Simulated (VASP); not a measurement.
**Ti3O4: single point with PBEsol**

The system is Ti3O4.

```
CELL_PARAMETERS angstrom
2.91282 -4.03035 0.00000
2.91282 4.03035 0.00000
0.00000 0.00000 2.96903
ATOMIC_POSITIONS crystal
Ti 0.00000 0.00000 0.50000
Ti 0.50000 0.00000 0.00000
Ti 0.00000 0.50000 0.00000
O 0.75673 0.75673 0.00000
O 0.25143 0.74857 0.50000
O 0.24327 0.24327 0.00000
O 0.74857 0.25143 0.50000
```

This cell differs from its parent crystal: atoms displaced along a vibrational mode.

| Quantity | Value |
| --- | --- |
| Program | VASP 6.6.1 |
| Task | single point |
| Functional | PBEsol |
| Potentials or basis | VASP PAW PBE potentials, release 64 (Ti_sv, O) |
| Cutoff | 520 eV |
| k mesh | 8 × 8 × 14 |
| Occupations | gaussian, width 0.15 eV |
| Spin | no spin polarisation |
| Dipole correction | no |
| Further INCAR settings | ALGO = Normal; EDIFF = 1e-06; NBANDS = 39 |

```
Pressure               : 1.3 GPa
Largest force          : 0.697 eV/Å
Band gap on the k mesh : zero (bands 30 and 31 overlap by 1.24 eV)
```

Forces in eV/Å, atoms in the order of the input:
```
Ti   0.000  0.000  0.000
Ti   0.000  0.000  0.000
Ti   0.000  0.000  0.000
O    0.320  0.000  0.000
O    0.000 -0.697  0.000
O   -0.320  0.000  0.000
O    0.000  0.697  0.000
```

Stress tensor (GPa, compression positive):
```
-1.14  0.00  0.00
 0.00  5.12  0.00
 0.00  0.00  0.03
```

Levels at points of the mesh, in eV from the Fermi level:
| k point | band 26 | band 27 | band 28 | band 29 | band 30 | band 31 | band 32 | band 33 | band 34 | band 35 |
| --- | --- | --- | --- | --- | --- | --- | --- | --- | --- | --- |
| (0.00, 0.00, 0.00) | -4.19 | -4.08 | -3.90 | -2.66 | -0.38 | -0.03 | 0.35 | 0.86 | 1.43 | 1.53 |
| (0.50, 0.00, 0.00) | -5.98 | -4.42 | -4.23 | -0.80 | -0.63 | 0.22 | 0.39 | 0.55 | 1.00 | 1.14 |
| (0.50, 0.50, 0.00) | -5.09 | -4.76 | -4.54 | -2.39 | -0.05 | 0.65 | 0.68 | 1.03 | 1.06 | 1.17 |
| (0.00, 0.00, 0.50) | -6.11 | -5.52 | -5.04 | 0.56 | 0.60 | 0.69 | 0.70 | 0.80 | 0.86 | 1.13 |
| (0.50, 0.00, 0.50) | -5.90 | -5.10 | -4.69 | -0.75 | -0.65 | 0.45 | 0.46 | 1.63 | 1.63 | 1.78 |
| (0.50, 0.50, 0.50) | -4.94 | -4.91 | -4.89 | -2.30 | -2.10 | 1.18 | 1.54 | 1.66 | 1.80 | 2.08 |

Wall time 14 min on 1 thread of Intel Xeon 8259CL, with other jobs on the host, peak memory 0.44 GiB.

Caveat: the cell differs from its parent crystal (atoms displaced along a vibrational mode); the stress differs along the axes, from -1 to 5 GPa; the PAW data sets were made with another functional, which shifts forces and pressure a little; semilocal functionals often make such compounds metallic where correlation or magnetic order opens a gap, which also shifts bond lengths.
